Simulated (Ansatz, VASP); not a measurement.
**SiB4W in VASP and in Ansatz**

File INCAR:

```
SYSTEM = SiB4W
ALGO = Normal ; EDIFF = 1E-6
EDIFFG = -0.01 ; ENCUT = 600
GGA = PE ; IBRION = 2
ISIF = 3 ; ISMEAR = 0
LASPH = .True. ; LCHARG = .False.
LREAL = .False. ; LWAVE = .False.
NELM = 60 ; NSW = 100
PREC = Accurate ; SIGMA = 0.1
```

The input KPOINTS:

```
k-points
0
Gamma
  10 10 10
  0 0 0
```

File POSCAR:

```
SiB4W
1.0
    0.0000000000      3.5961899406      3.5961899406
    3.5961899406      0.0000000000      3.5961899406
    3.5961899406      3.5961899406      0.0000000000
Si B W
1 4 1
Direct
    0.2500000000      0.2500000000      0.2500000000
    0.9152684549      0.2541946353      0.9152684549
    0.9152684549      0.9152684549      0.9152684549
    0.2541946353      0.9152684549      0.9152684549
    0.9152684549      0.9152684549      0.2541946353
    0.7500000000      0.7500000000      0.7500000000
```

Input for Ansatz:

```yaml
crystal:
  lattice:
    - [0.0, 3.5961899406, 3.5961899406]
    - [3.5961899406, 0.0, 3.5961899406]
    - [3.5961899406, 3.5961899406, 0.0]
  atoms:
    - { symbol: Si, position: [0.25, 0.25, 0.25] }
    - { symbol: B, position: [0.9152684549, 0.2541946353, 0.9152684549] }
    - { symbol: B, position: [0.9152684549, 0.9152684549, 0.9152684549] }
    - { symbol: B, position: [0.2541946353, 0.9152684549, 0.9152684549] }
    - { symbol: B, position: [0.9152684549, 0.9152684549, 0.2541946353] }
    - { symbol: W, position: [0.75, 0.75, 0.75] }
basis:
  ecutwfc: 420
kpoints:
  mp_grid: { grid: [10, 10, 10] }
hamiltonian:
  xc: pbe
scf:
  occupations: { method: gaussian, width: 0.1 }
output:
  forces: true
  stress: true
  eigenvalues: true
  write_density: true
  write_potential: true
  elf: true
  volumetric_format: npy
relax:
  adjacent_minimum: "off"
  f_tol: 0.01
  max_steps: 80
  cell: { stress_tol: 0.05 }
```

Alike in both runs: task relaxation of cell and atoms; functional PBE; k mesh 10 × 10 × 10; occupations gaussian, width 0.1 eV; no spin polarisation.

```csv
,VASP,Ansatz
version,VASP 6.6.1,Ansatz 0.2.0
potentials or method,"VASP PAW PBE potentials, release 64 (Si, B, W_sv), cutoff 600 eV","scalar-relativistic, plane waves, PAW"
valence electrons in the cell,30,30
```

|  | VASP | Ansatz | Ansatz less VASP |
| --- | --- | --- | --- |
| gap on the k mesh at the Fermi level, each at its own relaxed structure (eV) | none | none | - |
| relaxed volume (Å³/atom) | 15.50 | 15.49 | -0.011 |
| relaxed length of the cell vector where the two differ most in proportion (Å) | 5.086 | 5.085 | -0.0012 |

A gap of «none» marks a metal or a gap that the smearing closes.

Spin-orbit coupling is off throughout. Noted on VASP's run: the relaxation stopped at its first step, so nothing moved.
